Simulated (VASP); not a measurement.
NaCl:

```
Cl Na
1.0
     0.00000    2.79406    2.79406
     2.79406    0.00000    2.79406
     2.79406    2.79406    0.00000
Cl Na
1 1
Direct
  0.50000 0.50000 0.50000
  0.00000 0.00000 0.00000
```

Base run:

* Program: VASP 6.6.1
* Functional: PBEsol
* Potentials or basis: VASP PAW PBE potentials, release 64 (Cl, Na_pv)
* Cutoff: 500 eV
* k mesh: 7 × 7 × 7
* Occupations: fermi-dirac, width 0.05 eV
* Spin: no spin polarisation

Its results: band gap on the k mesh 5.03 eV; pressure 0.2 GPa.

Question: After a change of settings the same cell gave: band gap on the k mesh 6.05 eV; pressure 1.2 GPa. Which change was it?
A. functional from PBEsol to r2SCAN; cutoff from 500 eV to 520 eV; k mesh from 7 × 7 × 7 to 8 × 8 × 8
B. functional from PBEsol to PBE-based screened hybrid with 15 % exact exchange; cutoff from 500 eV to 520 eV; k mesh from 7 × 7 × 7 to 4 × 4 × 4
C. cutoff from 500 eV to 520 eV; k mesh from 7 × 7 × 7 to 5 × 5 × 5
D. functional from PBEsol to PBE-based screened hybrid with 30 % exact exchange; cutoff from 500 eV to 520 eV; k mesh from 7 × 7 × 7 to 4 × 4 × 4

Answer: B.

Caveats: some runs use coarse meshes; the PAW data sets were made with another functional, which shifts forces and pressure a little.
